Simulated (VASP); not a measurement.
# Ag (Fm-3m) in VASP: a series of runs

Ag is run at these levels: r2SCAN; tasks: single point, relaxation of cell and atoms.

All numbers are computed with VASP 6.6.1; they aren't measurements. Logs are shortened: lines on timing, memory, paths and dates and some standing lists are left out, and cuts for length are marked.

## 1. The cell of the first run

Symmetry: Fm-3m, No. 225, cubic system. The conventional cell has a = 4.104 Å, b = 4.104 Å, c = 4.104 Å, α = 90.00°, β = 90.00°, γ = 90.00°. Within 3.8 Å of Ag (site symmetry m-3m) lie 12 Ag at 2.90 Å.

## 2. Single point, r2SCAN

Contents of POSCAR:

```
Ag
1.0
    0.0000000000      2.0520691194      2.0520691194
    2.0520691194      0.0000000000      2.0520691194
    2.0520691194      2.0520691194      0.0000000000
Ag
1
Direct
    0.0000000000      0.0000000000      0.0000000000
```

Contents of INCAR.step1:

```
PREC     = Accurate       # precision mode
ENCUT    = 520            # plane-wave cutoff, eV
ISMEAR   = 0              # smearing method
SIGMA    = 0.1            # smearing width, eV
LREAL    = F              # projectors in reciprocal space
LASPH    = T              # aspherical terms in the spheres
NELM     = 100            # most SCF steps
NBANDS   = 12             # bands
GGA      = PE             # functional
ALGO     = Normal         # electronic algorithm
EDIFF    = 1E-4           # SCF threshold, eV
LWAVE    = T              # write WAVECAR
LCHARG   = F              # write CHGCAR
```

Contents of INCAR.step2:

```
PREC     = Accurate       # precision mode
ENCUT    = 520            # plane-wave cutoff, eV
EDIFF    = 1E-6           # SCF threshold, eV
ISMEAR   = 0              # smearing method
SIGMA    = 0.1            # smearing width, eV
LREAL    = F              # projectors in reciprocal space
LASPH    = T              # aspherical terms in the spheres
NELM     = 100            # most SCF steps
ALGO     = Normal         # electronic algorithm
ISIF     = 2              # what is computed and relaxed
LWAVE    = F              # write WAVECAR
LCHARG   = F              # write CHGCAR
METAGGA  = R2SCAN         # meta-GGA
LMIXTAU  = T            
NBANDS   = 12             # bands
ISTART   = 1
```

Contents of KPOINTS:

```
regular mesh
0
Gamma
  18 18 18
```

Potentials or basis: VASP PAW PBE potentials, release 64 (Ag).

Run with:

```
$ cat potpaw_PBE.64/Ag/POTCAR > POTCAR
$ cp INCAR.step1 INCAR
$ mpirun -np 1 vasp_std > vasp.out
$ cp INCAR.step2 INCAR
$ mpirun -np 1 vasp_std > vasp.out
```

OUTCAR:

```text
PREC = Accurate
   ENCUT = 520
   EDIFF = 1E-6
   ISMEAR = 0
   LREAL = F
   LASPH = T
   NELM = 100
   ISIF = 2
   METAGGA = R2SCAN
   ISTART = 1

 ion  position               nearest neighbor table
   1  0.000  0.000  0.000-

  LATTYP: Found a face centered cubic cell.
 ALAT       =     4.1041382388

  Lattice vectors:

 A1 = (   0.0000000000,   2.0520691194,   2.0520691194)
 A2 = (   2.0520691194,   0.0000000000,   2.0520691194)
 A3 = (   2.0520691194,   2.0520691194,   0.0000000000)

Analysis of symmetry for initial positions (statically):
=====================================================================
 Subroutine PRICEL returns:
 Original cell was already a primitive cell.

 Routine SETGRP: Setting up the symmetry group for a
 face centered cubic supercell.

 Subroutine GETGRP returns: Found 48 space group operations
 (whereof 48 operations were pure point group operations)
 out of a pool of 48 trial point group operations.

The static configuration has the point symmetry O_h .

Analysis of symmetry for dynamics (positions and initial velocities):
=====================================================================
 Subroutine PRICEL returns:
 Original cell was already a primitive cell.

 Routine SETGRP: Setting up the symmetry group for a
 face centered cubic supercell.

 Subroutine GETGRP returns: Found 48 space group operations
 (whereof 48 operations were pure point group operations)
 out of a pool of 48 trial point group operations.

The dynamic configuration has the point symmetry O_h .

 Subroutine INISYM returns: Found 48 space group operations
 (whereof 48 operations are pure point group operations),
 and found     1 'primitive' translations

----------------------------------------------------------------------------------------

                                     Primitive cell

  volume of cell :      17.2825

  direct lattice vectors                    reciprocal lattice vectors
     0.000000000  2.052069119  2.052069119    -0.243656510  0.243656510  0.243656510
     2.052069119  0.000000000  2.052069119     0.243656510 -0.243656510  0.243656510
     2.052069119  2.052069119  0.000000000     0.243656510  0.243656510 -0.243656510

  length of vectors
     2.902063980  2.902063980  2.902063980     0.422025455  0.422025455  0.422025455

  position of ions in fractional coordinates (direct lattice)
     0.000000000  0.000000000  0.000000000

  ion indices of the primitive-cell ions
   primitive index   ion index
                 1           1

----------------------------------------------------------------------------------------

 KPOINTS: regular mesh

Automatic generation of k-mesh.
 Grid dimensions read from file:
 generate k-points for:   18   18   18

 Generating k-lattice:

  Cartesian coordinates                     Fractional coordinates (reciprocal lattice)
    -0.013536473  0.013536473  0.013536473     0.055555556  0.000000000  0.000000000
     0.013536473 -0.013536473  0.013536473     0.000000000  0.055555556  0.000000000
     0.013536473  0.013536473 -0.013536473     0.000000000  0.000000000  0.055555556

  Length of vectors
     0.023445859  0.023445859  0.023445859

  Shift w.r.t. Gamma in fractional coordinates (k-lattice)
     0.000000000  0.000000000  0.000000000

 Subroutine IBZKPT returns following result:
 ===========================================

 Found    195 irreducible k-points:

 Following reciprocal coordinates:
            Coordinates               Weight
  0.000000  0.000000  0.000000      1.000000
  0.055556  0.000000  0.000000      8.000000
  0.111111  0.000000  0.000000      8.000000
  0.166667  0.000000  0.000000      8.000000
  0.222222  0.000000  0.000000      8.000000
  0.277778  0.000000  0.000000      8.000000
[... 16 lines left out ...]
 -0.277778  0.055556  0.000000     24.000000
 -0.222222  0.055556  0.000000     24.000000
 [... further k-points ...]
   k-points           NKPTS =    195   k-points in BZ     NKDIM =    195   number of bands    NBANDS=     12
   number of dos      NEDOS =    301   number of ions     NIONS =      1
   total plane-waves  NPLWV =  13824
   dimension x,y,z NGX =    24 NGY =   24 NGZ =   24
   dimension x,y,z NGXF=    48 NGYF=   48 NGZF=   48
   ions per type =               1
   NGX,Y,Z   is equivalent  to a cutoff of  13.75, 13.75, 13.75 a.u.
   NGXF,Y,Z  is equivalent  to a cutoff of  27.50, 27.50, 27.50 a.u.
 SYSTEM =  unknown system
   PREC   = accura    normal or accurate (medium, high low for compatibility)
   ISTART =      1    job   : 0-new  1-cont  2-samecut
   ICHARG =      0    charge: 1-file 2-atom 10-const
   ISPIN  =      1    spin polarized calculation?
   LNONCOLLINEAR =      F non collinear calculations
   LSORBIT =      F    spin-orbit coupling
   LASPH  =      T    aspherical Exc in radial PAW
   ENCUT  =  520.0 eV  38.22 Ry    6.18 a.u.   5.40  5.40  5.40*2*pi/ulx,y,z
   NELM   =    100;   NELMIN=  2; NELMDL=  0     # of ELM steps
   EDIFF  = 0.1E-05   stopping-criterion for ELM
   LREAL  =      F    real-space projection
   EDIFFG = 0.1E-04   stopping-criterion for IOM
   NSW    =      0    number of steps for IOM
   IBRION =     -1    ionic relax: 0-MD 1-quasi-New 2-CG
   NFREE  =      0    steps in history (QN), initial steepest desc. (CG)
   ISIF   =      2    stress and relaxation
   ISYM   =      2    0-nonsym 1-usesym 2-fastsym
   POTIM  = 0.5000    time-step for ionic-motion
   TEBEG  =    0.0;   TEEND  =   0.0 temperature during run
   PSTRESS=    0.0 pullay stress
   NELECT =      11.0000    total number of electrons
   NUPDOWN=      -1.0000    fix difference up-down
   EMIN   =  10.00;   EMAX   =-10.00  energy-range for DOS
   EFERMI =   0.00;   METHOD = LEGACY
   ISMEAR =     0;   SIGMA  =   0.10  broadening in eV -4-tet -1-fermi 0-gaus
   EFERMI_NEDOS =   21; number of points for ismear=-14 and -15
   IALGO  =     38    algorithm
   IMIX   =      4    mixing-type and parameters
     AMIX     =   0.40;   BMIX     =  1.00
     AMIX_MAG =   1.60;   BMIX_MAG =  1.00
  volume/ion in A,a.u.               =      17.28       116.63
  Fermi-wavevector in a.u.,A,eV,Ry     =   1.408220  2.661149 26.981478  1.983083
  Thomas-Fermi vector in A             =   2.530400
   LORBIT       =      0    0 simple, 1 ext, 2 COOP (PROOUT), +10 PAW based schemes
   METAGGA = R2SCAN    functional components
   LHFCALC =     F    Hartree Fock is set to
   AEXX    =    0.0000 exact exchange contribution
   IVDW    =     0    specifies the selected vdW correction
   LEPSILON=     F    determine dielectric tensor
   LRPA    =     F    only Hartree local field effects (RPA)
 non-spin polarized calculation
 Gauss-broadening in eV      SIGMA  =   0.10
  energy-cutoff  :      520.00
  volume of cell :       17.28
 maximum number of plane-waves:       483
 NGX is ok and might be reduce to    24
   NGX = 11   NGY = 11   NGZ = 11

 number of electron      10.9999999 magnetization

 Free energy of the ion-electron system (eV)
  ---------------------------------------------------
  ext. energy  EPLUGINS =         0.00000000
  ---------------------------------------------------
  free energy    TOTEN  =       -21.36076190 eV

  energy without entropy =      -21.35974993  energy(sigma->0) =      -21.36025592

 E-fermi :   8.2130     XC(G=0): -12.8752

 val. band max:        8.1802229789   @ k =   0.5000   0.1667   0.0556
 cond. band min:       8.3348729060   @ k =   0.5000   0.3333   0.1111
 fundamental gap:      0.1546499270
 Fermi energy:         8.2130213587

 k-point     1 :       0.0000    0.0000    0.0000
  band No.  band energies     occupation
      1       0.3888      2.00000
      2       3.1556      2.00000
      3       3.1556      2.00000
      4       3.1556      2.00000
      5       4.1755      2.00000
      6       4.1755      2.00000
      7      24.8661      0.00000
      8      28.5103      0.00000
      9      28.5103      0.00000
     10      28.5103      0.00000
     11      33.4348      0.00000
     12      34.3989      0.00000

 k-point     2 :       0.0556    0.0000    0.0000
  band No.  band energies     occupation
      1       0.4876      2.00000
      2       3.1335      2.00000
      3       3.1826      2.00000
      4       3.1826      2.00000
      5       4.1652      2.00000
      6       4.1652      2.00000
      7      24.8772      0.00000
      8      27.6307      0.00000
      9      28.5420      0.00000
     10      28.5421      0.00000
     11      33.4907      0.00000
     12      34.3056      0.00000

 k-point     3 :       0.1111    0.0000    0.0000
  band No.  band energies     occupation
      1       0.7723      2.00000
      2       3.0840      2.00000
      3       3.2529      2.00000
      4       3.2529      2.00000
      5       4.1452      2.00000
      6       4.1452      2.00000
      7      24.5661      0.00000
      8      26.2043      0.00000
      9      28.6154      0.00000
     10      28.6154      0.00000
     11      32.6443      0.00000
     12      33.9602      0.00000

 k-point     4 :       0.1667    0.0000    0.0000
  band No.  band energies     occupation
      1       1.1907      2.00000
      2       3.0708      2.00000
      3       3.3305      2.00000
      4       3.3305      2.00000
      5       4.1507      2.00000
      6       4.1507      2.00000
      7      22.9570      0.00000
      8      25.7785      0.00000
      9      28.6624      0.00000
     10      28.6624      0.00000
     11      31.9126      0.00000
     12      33.3191      0.00000

 k-point     5 :       0.2222    0.0000    0.0000
  band No.  band energies     occupation
      1       1.5918      2.00000
      2       3.2596      2.00000
      3       3.3627      2.00000
      4       3.3627      2.00000
      5       4.2306      2.00000
      6       4.2306      2.00000
      7      20.8026      0.00000
      8      25.6137      0.00000
      9      28.5740      0.00000
     10      28.5741      0.00000
     11      31.7296      0.00000
     12      32.5878      0.00000
[... 228 lines left out ...]
      1       1.7169      2.00000
      2       3.1532      2.00000
      3       3.2101      2.00000
      4       4.6949      2.00000
      5       4.7640      2.00000
      6       6.7686      2.00000
      7      13.8311      0.00000
      8      24.1571      0.00000
      9      26.0413      0.00000
     10      27.3704      0.00000
     11      31.6984      0.00000
     12      32.0507      0.00000

 k-point    22 :      -0.3333    0.0556    0.0000
  band No.  band energies     occupation
      1       1.7909      2.00000
      2       3.2212      2.00000
      3       3.2716      2.00000
      4       4.4244      2.00000
      5       4.5544      2.00000
      6       5.6395      2.00000
      7      15.7844      0.00000
      8      24.4073      0.00000
      9      26.3799      0.00000
     10      28.2983      0.00000
     11      31.5106      0.00000
     12      31.7562      0.00000

 k-point    23 :      -0.2778    0.0556    0.0000
  band No.  band energies     occupation
      1       1.8430      2.00000
      2       3.2868      2.00000
      3       3.3451      2.00000
      4       3.9037      2.00000
      5       4.3256      2.00000
      6       4.8868      2.00000
      7      17.9161      0.00000
      8      24.7207      0.00000
      9      26.9053      0.00000
     10      29.3565      0.00000
     11      31.2057      0.00000
     12      31.3652      0.00000

 k-point    24 :      -0.2222    0.0556    0.0000
  band No.  band energies     occupation
      1       1.7580      2.00000
      2       3.2145      2.00000
      3       3.3976      2.00000
      4       3.4496      2.00000
      5       4.1335      2.00000
      6       4.5135      2.00000
      7      20.1293      0.00000
      8      25.0262      0.00000
      9      27.4580      0.00000
     10      30.0409      0.00000
     11      30.7190      0.00000
     12      31.6934      0.00000

 [... further k-points ...]

------------------------ aborting loop because EDIFF is reached ----------------------------------------

  FORCE on cell =-STRESS in cart. coord.  units (eV):
  Direction    XX          YY          ZZ          XY          YZ          ZX
  --------------------------------------------------------------------------------------
  -------------------------------------------------------------------------------------
  Total        0.0119520      0.0119520      0.0119520     -0.0000000     -0.0000000      0.0000000
  in kB        1.1080107      1.1080107      1.1080107     -0.0000000     -0.0000000      0.0000000
  external PRESSURE =       1.1080107 kB  Pullay stress =       0.0000000 kB

 VOLUME and BASIS-vectors are now :
 -----------------------------------------------------------------------------
  energy-cutoff  :      520.00
  volume of cell :       17.28
      direct lattice vectors                 reciprocal lattice vectors
     0.000000000  2.052069119  2.052069119    -0.243656510  0.243656510  0.243656510
     2.052069119  0.000000000  2.052069119     0.243656510 -0.243656510  0.243656510
     2.052069119  2.052069119  0.000000000     0.243656510  0.243656510 -0.243656510

 POSITION                                       TOTAL-FORCE (eV/Angst)
 -----------------------------------------------------------------------------------
      0.00000      0.00000      0.00000         0.000000      0.000000      0.000000
 -----------------------------------------------------------------------------------
    total drift:                               -0.000000     -0.000000     -0.000000

  FREE ENERGIE OF THE ION-ELECTRON SYSTEM (eV)
  ---------------------------------------------------
  free  energy   TOTEN  =       -21.3607619037 eV

  energy  without entropy=      -21.3597499279  energy(sigma->0) =      -21.36025592
```

Wall time 93 s (1 thread of Intel Xeon Platinum 8259CL at 2.50GHz (Skylake/Cascade Lake), shared host); peak memory 0.17 GiB.

Results:

```yaml
Free_energy: -21.3608 eV
Pressure: 0.1 GPa
Band_gap_on_the_k_mesh: zero (an odd number of electrons rules out a gap without spin polarisation)
```

Levels at points of the mesh, in eV from the Fermi level:
```csv
k point,band 2,band 3,band 4,band 5,band 6,band 7,band 8,band 9,band 10,band 11
"(0.00, 0.00, 0.00)",-5.06,-5.06,-5.06,-4.04,-4.04,16.65,20.30,20.30,20.30,25.22
"(0.50, 0.00, 0.00)",-5.08,-5.08,-3.24,-3.24,-0.26,3.66,15.89,18.50,18.50,23.44
"(0.50, 0.50, 0.00)",-6.55,-3.28,-3.03,-3.03,1.77,6.90,11.10,11.10,17.55,17.72
```

Caveat: the PAW data sets were made with another functional, which shifts forces and pressure a little.

## 3. Relaxation of cell and atoms, r2SCAN

This run uses another cell than the first one, of 17.45 Å³/atom.

Contents of POSCAR:

```
Ag
1.0
    0.0000000000      2.0586052325      2.0586052325
    2.0586052325      0.0000000000      2.0586052325
    2.0586052325      2.0586052325      0.0000000000
Ag
1
Direct
    0.0000000000      0.0000000000      0.0000000000
```

Contents of INCAR.step1:

```
SYSTEM = Ag
PREC = Accurate ; ENCUT = 600
ISMEAR = 0 ; SIGMA = 0.1
LREAL = .False. ; LASPH = .True.
NELM = 60 ; GGA = PE
ALGO = Normal ; EDIFF = 1E-4
LWAVE = .True. ; LCHARG = .False.
```

Contents of INCAR.step2:

```
SYSTEM = Ag
PREC = Accurate ; ENCUT = 600
EDIFF = 1E-7 ; ISMEAR = 0
SIGMA = 0.1 ; LREAL = .False.
LASPH = .True. ; NELM = 60
ALGO = Normal ; ISIF = 3
LWAVE = .False. ; LCHARG = .False.
METAGGA = R2SCAN ; LMIXTAU = .True.
IBRION = 2 ; NSW = 80
EDIFFG = -0.01 ; ISTART = 1
```

Contents of KPOINTS:

```
regular mesh
0
Gamma
  18 18 18
  0 0 0
```

Potentials or basis: VASP PAW PBE potentials, release 64 (Ag).

Run with:

```
$ cat potpaw_PBE.64/Ag/POTCAR > POTCAR
$ cp INCAR.step1 INCAR
$ mpirun -np 1 vasp_std > vasp.out
$ cp INCAR.step2 INCAR
$ mpirun -np 1 vasp_std > vasp.out
```

Run time: 3.2 min. Hardware: 1 thread of Intel Xeon Platinum 8259CL at 2.50GHz (Skylake/Cascade Lake), shared host; peak memory 0.18 GiB.

It converged, with:

```yaml
Free_energy: -21.3604 eV
Relaxed_volume: 17.30 Å³/atom
Relaxed_cell: a = 2.903 Å, b = 2.903 Å, c = 2.903 Å, α = 60.00°, β = 60.00°, γ = 60.00°
Space_group_after_relaxing_to_0.1_Å: Fm-3m (No. 225)
Energy_gained_by_relaxing: 0.4 meV/atom
Ionic_steps: 3
Pressure_after_relaxing: 0.0 GPa
Band_gap_on_the_k_mesh: zero (an odd number of electrons rules out a gap without spin polarisation)
```

Step by step:
| step | energy change (eV) | largest force (eV/Å) | pressure (GPa) | volume (Å³) |
| --- | --- | --- | --- | --- |
| 1 | 0.0000 | 0.0000 | -0.86 | 17.45 |
| 2 | -0.0003 | 0.0000 | 0.56 | 17.21 |
| 3 | -0.0004 | 0.0000 | 0.00 | 17.30 |

Final structure:
```xyz
1
Lattice="0.0000 2.0528 2.0528 2.0528 0.0000 2.0528 2.0528 2.0528 0.0000" Properties=species:S:1:pos:R:3 pbc="T T T"
Ag    0.0000    2.0528    2.0528
```

Levels at points of the mesh, in eV from the Fermi level:
```csv
k point,band 4,band 5,band 6,band 7,band 8,band 9
"(0.00, 0.00, 0.00)",-5.05,-4.04,-4.04,16.65,20.29,20.29
"(0.50, 0.00, 0.00)",-3.24,-3.24,-0.26,3.66,15.89,18.49
"(0.50, 0.50, 0.00)",-3.03,-3.03,1.77,6.89,11.09,11.09
```

Caveat: the PAW data sets were made with another functional, which shifts forces and pressure a little.
